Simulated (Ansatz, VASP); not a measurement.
One calculation of W, two programs

```
W
1.0
    -1.58516    1.58516    1.58516
     1.58516   -1.58516    1.58516
     1.58516    1.58516   -1.58516
W
1
Cartesian
  0.0000 0.0000 0.0000
```

Alike in both runs: task single point; functional PBE; k mesh 8 × 8 × 8; occupations gaussian, width 0.1 eV; no spin polarisation.

|  | VASP | Ansatz |
| --- | --- | --- |
| version | VASP 6.6.1 | Ansatz 0.2.0 |
| potentials or method | VASP PAW PBE potentials, release 64 (W_sv), cutoff 500 eV | scalar-relativistic, plane waves, PAW |
| valence electrons in the cell | 14 | 14 |

VASP gave:

- gap on the k mesh at the Fermi level (eV): none
- pressure (GPa): 4.9

Question: Estimate Ansatz's values.

Answer: gap on the k mesh at the Fermi level (eV): none; pressure (GPa): 4.3.

A gap of «none» marks a metal or a gap that the smearing closes.

Neither program's run includes spin-orbit coupling.
